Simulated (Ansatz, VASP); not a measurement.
## One calculation of VN, two programs

```
V N
1.0
     0.00000    2.06010    2.06010
     2.06010    0.00000    2.06010
     2.06010    2.06010    0.00000
V N
1 1
Direct
  0.00000 0.00000 0.00000
  0.50000 0.50000 0.50000
```

Alike in both runs: functional PBE; k mesh 2 × 2 × 2; occupations gaussian, width 0.1 eV; collinear spin.

Ansatz relaxed the structure, and its values are those at the end. VASP's run is a single point on that final structure, the one shown.

|  | VASP | Ansatz |
| --- | --- | --- |
| version | VASP 6.6.1 | Ansatz 0.2.0 |
| potentials or method | VASP PAW PBE potentials, release 64 (V_sv, N), cutoff 600 eV | scalar-relativistic, plane waves, PAW |
| valence electrons in the cell | 18 | 18 |

```tsv
	VASP	Ansatz	Ansatz less VASP
pressure (GPa)	0.3	0.0	-0.28
net moment per atom (μB)	0.00	0.00	-0.001
```

The functional is the same, so the differences come from potentials, cutoffs and numerics. Ansatz's warnings: filled band counts differ across k points, seeded moment not kept.

The k mesh is coarse, so the values compare programs but aren't converged.
